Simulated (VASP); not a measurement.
# Mn3Si (Fm-3m) in VASP: notebook

The runs below take Mn3Si through single point, with PBEsol+D3(BJ), BLYP+D3(BJ), r2SCAN.

Everything below comes from runs of VASP 6.6.1. Logs are shortened: lines on timing, memory, paths and dates and some standing lists are left out, and cuts for length are marked.

## 1. The cell of the first run

The structure is cubic, space group Fm-3m (No. 225). The conventional cell has a = 5.518 Å, b = 5.518 Å, c = 5.518 Å, α = 90.00°, β = 90.00°, γ = 90.00°. Within 3.2 Å of Mn (site symmetry m-3m) lie 8 Mn at 2.39 Å and 6 Si at 2.76 Å. Within 3.2 Å of Mn (site symmetry -43m) lie 10 Mn at 2.39 to 2.76 Å and 4 Si at 2.39 Å. Within 3.2 Å of Si (site symmetry m-3m) lie 14 Mn at 2.39 to 2.76 Å.

## 2. Single point, PBEsol+D3(BJ), collinear spin, ferromagnetic start

File INCAR:

```
SYSTEM = Mn3Si
PREC = Accurate
ENCUT = 520
EDIFF = 1E-6
ISMEAR = 1
SIGMA = 0.02
LREAL = .False.
LASPH = .True.
NELM = 150
ALGO = Normal
ISIF = 2
LWAVE = .False.
LCHARG = .True.
ISPIN = 2
MAGMOM = 2.8 2.8 2.8 0
LORBIT = 11
LMAXMIX = 4
GGA = PS
IVDW = 12
LELF = .True.
LVHAR = .True.
NBANDS = 34
```

File KPOINTS:

```
regular mesh
0
Gamma
  10 10 10
  0 0 0
```

File POSCAR:

```
Mn3Si
1.0
    0.0000000000      2.7589471860      2.7589471860
    2.7589471860      0.0000000000      2.7589471860
    2.7589471860      2.7589471860      0.0000000000
Mn Si
3 1
Direct
    0.5000000000      0.5000000000      0.5000000000
    0.2500000000      0.2500000000      0.2500000000
    0.7500000000      0.7500000000      0.7500000000
    0.0000000000      0.0000000000      0.0000000000
```

Potentials or basis: VASP PAW PBE potentials, release 64 (Mn_pv, Si).

Started as:

```bash
$ cat potpaw_PBE.64/Mn_pv/POTCAR potpaw_PBE.64/Si/POTCAR > POTCAR
$ mpirun -np 1 vasp_std > vasp.out
```

OUTCAR:

```text
SYSTEM = Mn3Si
   PREC = Accurate
   ENCUT = 520
   EDIFF = 1E-6
   ISMEAR = 1
   LREAL = .False.
   LASPH = .True.
   NELM = 150
   ISIF = 2
   ISPIN = 2
   LORBIT = 11
   GGA = PS
   IVDW = 12
 IVDW          = 12

 ion  position               nearest neighbor table
   1  0.500  0.500  0.500-   2 2.39   2 2.39   2 2.39   2 2.39   3 2.39   3 2.39   3 2.39   3 2.39
                             4 2.76   4 2.76   4 2.76   4 2.76   4 2.76   4 2.76
   2  0.250  0.250  0.250-   4 2.39   4 2.39   4 2.39   1 2.39   4 2.39   1 2.39   1 2.39   1 2.39
                             3 2.76   3 2.76   3 2.76   3 2.76   3 2.76   3 2.76
   3  0.750  0.750  0.750-   1 2.39   1 2.39   1 2.39   1 2.39   4 2.39   4 2.39   4 2.39   4 2.39
                             2 2.76   2 2.76   2 2.76   2 2.76   2 2.76   2 2.76
   4  0.000  0.000  0.000-   3 2.39   3 2.39   3 2.39   2 2.39   3 2.39   2 2.39   2 2.39   2 2.39
                             1 2.76   1 2.76   1 2.76   1 2.76   1 2.76   1 2.76

  LATTYP: Found a face centered cubic cell.
 ALAT       =     5.5178943720

  Lattice vectors:

 A1 = (   0.0000000000,   2.7589471860,   2.7589471860)
 A2 = (   2.7589471860,   0.0000000000,   2.7589471860)
 A3 = (   2.7589471860,   2.7589471860,   0.0000000000)

Analysis of symmetry for initial positions (statically):
=====================================================================
 Subroutine PRICEL returns:
 Original cell was already a primitive cell.

 Routine SETGRP: Setting up the symmetry group for a
 face centered cubic supercell.

 Subroutine GETGRP returns: Found 48 space group operations
 (whereof 48 operations were pure point group operations)
 out of a pool of 48 trial point group operations.

The static configuration has the point symmetry O_h .

Analysis of symmetry for dynamics (positions and initial velocities):
=====================================================================
 Subroutine PRICEL returns:
 Original cell was already a primitive cell.

 Routine SETGRP: Setting up the symmetry group for a
 face centered cubic supercell.

 Subroutine GETGRP returns: Found 48 space group operations
 (whereof 48 operations were pure point group operations)
 out of a pool of 48 trial point group operations.

The dynamic configuration has the point symmetry O_h .

Analysis of structural, dynamic, and magnetic symmetry:
=====================================================================
 Subroutine PRICEL returns:
 Original cell was already a primitive cell.

 Routine SETGRP: Setting up the symmetry group for a
 face centered cubic supercell.

 Subroutine GETGRP returns: Found 48 space group operations
 (whereof 48 operations were pure point group operations)
 out of a pool of 48 trial point group operations.

[... 136 lines left out ...]
 Methfessel and Paxton  Order N= 1 SIGMA  =   0.02
  energy-cutoff  :      520.00
  volume of cell :       42.00
 maximum number of plane-waves:      1158
 NGX is ok and might be reduce to    30
   NGX = 15   NGY = 15   NGZ = 15

 number of electron      43.0000002 magnetization       1.1481775

 Free energy of the ion-electron system (eV)
  ---------------------------------------------------
  ext. energy  EPLUGINS =         0.00000000
  ---------------------------------------------------
  free energy    TOTEN  =       -36.33462058 eV

  energy without entropy =      -36.33468861  energy(sigma->0) =      -36.33464325

 E-fermi :  11.5806     XC(G=0): -13.8617

 val. band max:       11.5747298111   @ k =   0.3000   0.1000   0.0000
 cond. band min:      11.5843558345   @ k =   0.4000   0.0000   0.0000
 fundamental gap:      0.0096260234
 Fermi energy:        11.5806151595

 spin component 1

 k-point     1 :       0.0000    0.0000    0.0000
  band No.  band energies     occupation
      1     -37.4076      1.00000
      2     -37.4076      1.00000
      3     -37.4076      1.00000
      4     -35.7979      1.00000
      5     -35.7979      1.00000
      6     -35.7979      1.00000
[... 853 lines left out ...]
     32      21.3148      0.00000
     33      23.3954      0.00000

 [... further k-points ...]

 spin component 2

 k-point     1 :       0.0000    0.0000    0.0000
  band No.  band energies     occupation
      1     -36.3041      1.00000
      2     -36.3041      1.00000
      3     -36.3041      1.00000
      4     -36.2227      1.00000
      5     -36.2227      1.00000
      6     -36.2227      1.00000
[... 853 lines left out ...]
     32      21.3307      0.00000
     33      23.5767      0.00000

 [... further k-points ...]

 [bands above 33 left out]

------------------------ aborting loop because EDIFF is reached ----------------------------------------

 Edisp (eV)   -1.60451

 E8    (eV) :    -1.0704

  FORCE on cell =-STRESS in cart. coord.  units (eV):
  Direction    XX          YY          ZZ          XY          YZ          ZX
  --------------------------------------------------------------------------------------
  -------------------------------------------------------------------------------------
  Total       0.06734     0.06734     0.06734     0.00000     0.00000     0.00000
  in kB       2.56868     2.56868     2.56868     0.00000     0.00000     0.00000
  external pressure =        2.57 kB  Pullay stress =        0.00 kB

 VOLUME and BASIS-vectors are now :
 -----------------------------------------------------------------------------
  energy-cutoff  :      520.00
  volume of cell :       42.00
      direct lattice vectors                 reciprocal lattice vectors
     0.000000000  2.758947186  2.758947186    -0.181228551  0.181228551  0.181228551
     2.758947186  0.000000000  2.758947186     0.181228551 -0.181228551  0.181228551
     2.758947186  2.758947186  0.000000000     0.181228551  0.181228551 -0.181228551

 POSITION                                       TOTAL-FORCE (eV/Angst)
 -----------------------------------------------------------------------------------
      2.75895      2.75895      2.75895         0.000000     -0.000000      0.000000
      1.37947      1.37947      1.37947        -0.000000     -0.000000     -0.000000
      4.13842      4.13842      4.13842         0.000000      0.000000      0.000000
      0.00000      0.00000      0.00000         0.000000     -0.000000      0.000000
 -----------------------------------------------------------------------------------
    total drift:                                0.000000     -0.000000      0.000000

  FREE ENERGIE OF THE ION-ELECTRON SYSTEM (eV)
  ---------------------------------------------------
  free  energy   TOTEN  =       -37.9391274252 eV

  energy  without entropy=      -37.9391954516  energy(sigma->0) =      -37.93915010

 total charge

# of ion       s       p       d       tot
------------------------------------------
    1        0.415   6.426   5.164  12.005
    2        0.375   6.424   5.329  12.128
    3        0.375   6.424   5.329  12.128
    4        0.730   0.956   0.000   1.685
--------------------------------------------------
tot          1.894  20.230  15.823  37.947

 magnetization (x)

# of ion       s       p       d       tot
------------------------------------------
    1        0.018   0.022   2.073   2.113
    2       -0.005  -0.013  -0.497  -0.515
    3       -0.005  -0.013  -0.497  -0.515
    4        0.019   0.014   0.000   0.033
--------------------------------------------------
tot          0.027   0.010   1.080   1.117
```

OSZICAR:

```text
N       E                     dE             d eps       ncg     rms          rms(c)
DAV:   1     0.488805139643E+03    0.48881E+03   -0.23259E+04  6560   0.166E+03
DAV:   2    -0.113794367948E+02   -0.50018E+03   -0.47492E+03  6408   0.477E+02
DAV:   3    -0.391988832402E+02   -0.27819E+02   -0.26869E+02  6810   0.127E+02
[... 21 lines left out ...]
DAV:  25    -0.363345996109E+02   -0.73337E-04   -0.22398E-04  6626   0.141E-01    0.826E-02
DAV:  26    -0.363346156967E+02   -0.16086E-04   -0.38105E-05  6818   0.499E-02    0.497E-02
DAV:  27    -0.363346186448E+02   -0.29481E-05   -0.84689E-06  5744   0.203E-02    0.353E-02
DAV:  28    -0.363346203959E+02   -0.17512E-05   -0.54002E-06  4720   0.185E-02    0.245E-02
DAV:  29    -0.363346205787E+02   -0.18278E-06   -0.60114E-07  3214   0.573E-03
   1 F= -.37939127E+02 E0= -.37939150E+02  d E =0.680264E-04  mag=     1.1504
```

stdout:

```text
POSCAR found type information on POSCAR MnSi
 POSCAR found :  2 types and       4 ions
 scaLAPACK will be used
 -----------------------------------------------------------------------------
|                                                                             |
|                                                                             |
|     You enforced a specific xc type in the INCAR file but a different       |
|     I HOPE YOU KNOW WHAT YOU ARE DOING!                                     |
|                                                                             |
 -----------------------------------------------------------------------------

 LDA part: xc-table for (Slater+PW92), standard interpolation
 POSCAR, INCAR and KPOINTS ok, starting setup
 FFT: planning ... GRIDC
 FFT: planning ... GRID_SOFT
 FFT: planning ... GRID
 WAVECAR not read
 entering main loop
```

Wall time 6.1 min (1 thread of Intel Xeon Platinum 8488C (Sapphire Rapids), shared host); peak memory 0.25 GiB.

What came out:

```yaml
Free_energy: -37.9391 eV
Pressure: 0.3 GPa
Net_moment: 1.15 μB per cell
Site_moments: Mn +2.11, -0.52 (each value once); Si +0.03 μB
Valence_electrons_inside_the_program's_atomic_spheres: Mn 12.01, 12.13 (each value once); Si 1.69
Dispersion_energy_per_atom: -0.401 eV
```

Caveat: the PAW data sets were made with another functional, which shifts forces and pressure a little.

(Part 1 of 2 ends here.)
